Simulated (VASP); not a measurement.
Wanted: the native input for a VASP 6.6.1 run.

| Quantity | Value |
| --- | --- |
| Task | single point |
| Functional | r2SCAN |
| Potentials or basis | VASP PAW PBE potentials, release 64 (Ba_sv, Ti_sv, O) |
| Cutoff | 520 eV |
| k mesh | 7 × 7 × 7 |
| Occupations | fermi-dirac, width 0.05 eV |
| Spin | non-collinear spin, zero start, spin-orbit coupling |
| Starting moments | [[0.0, 0.0, 0.0], [0.0, 0.0, 0.0], [0.0, 0.0, 0.0], [0.0, 0.0, 0.0], [0.0, 0.0, 0.0]] μB |
| Dipole correction | no |
| Further INCAR settings | ALGO = Normal; EDIFF = 1e-06; NBANDS = 55 |

BaTiO3:

```
CELL_PARAMETERS angstrom
3.99980 0.00000 0.00000
0.00000 3.99980 0.00000
0.00000 0.00000 4.01800
ATOMIC_POSITIONS crystal
Ba 0.00000 0.00000 0.00000
Ti 0.50000 0.50000 0.49000
O 0.00000 0.50000 0.51700
O 0.50000 0.00000 0.51700
O 0.50000 0.50000 0.01900
```

These files were run (other wordings do the same):

POSCAR

```
BaTiO3
1.0
    3.9998000000      0.0000000000      0.0000000000
    0.0000000000      3.9998000000      0.0000000000
    0.0000000000      0.0000000000      4.0180000000
Ba Ti O
1 1 3
Direct
    0.0000000000      0.0000000000      0.0000000000
    0.5000000000      0.5000000000      0.4900000000
    0.0000000000      0.5000000000      0.5170000000
    0.5000000000      0.0000000000      0.5170000000
    0.5000000000      0.5000000000      0.0190000000
```

INCAR.step1

```
  PREC = Accurate
  ENCUT = 520
  ISMEAR = -1
  SIGMA = 0.05
  LREAL = F
  LASPH = T
  NELM = 150
  MAGMOM = 0 0 0 0 0 0 0 0 0 0 0 0 0 0 0
  LSORBIT = T
  GGA_COMPAT = F
  LMAXMIX = 4
  NBANDS = 55
  GGA = PE
  ALGO = Normal
  EDIFF = 1E-4
  LWAVE = T
  LCHARG = F
```

INCAR.step2

```
  PREC = Accurate
  ENCUT = 520
  EDIFF = 1E-6
  ISMEAR = -1
  SIGMA = 0.05
  LREAL = F
  LASPH = T
  NELM = 150
  ALGO = Normal
  ISIF = 2
  LWAVE = F
  LCHARG = F
  MAGMOM = 0 0 0 0 0 0 0 0 0 0 0 0 0 0 0
  LORBIT = 11
  LSORBIT = T
  GGA_COMPAT = F
  LORBMOM = T
  LMAXMIX = 4
  METAGGA = R2SCAN
  LMIXTAU = T
  NBANDS = 55
  ISTART = 1
```

KPOINTS

```
regular mesh
0
Gamma
  7 7 7
```

Potentials or basis: VASP PAW PBE potentials, release 64 (Ba_sv, Ti_sv, O).

Launch:

```console
$ cat potpaw_PBE.64/Ba_sv/POTCAR potpaw_PBE.64/Ti_sv/POTCAR potpaw_PBE.64/O/POTCAR > POTCAR
$ cp INCAR.step1 INCAR
$ mpirun -np 1 vasp_ncl > vasp.out
$ cp INCAR.step2 INCAR
$ mpirun -np 1 vasp_ncl > vasp.out
```

Results of the run:

```yaml
Pressure: 1.1 GPa
Largest_force: 0.301 eV/Å
Net_moment: 0.00 μB per cell
Valence_electrons_inside_the_program's_atomic_spheres: Ba 7.99; Ti 10.13; O 5.07
```

Caveat: the PAW data sets were made with another functional, which shifts forces and pressure a little.

It took 22 min on 1 thread of Intel(R) Xeon(R) 6975P-C (Granite Rapids), with other jobs on the host, peak memory 0.58 GiB.
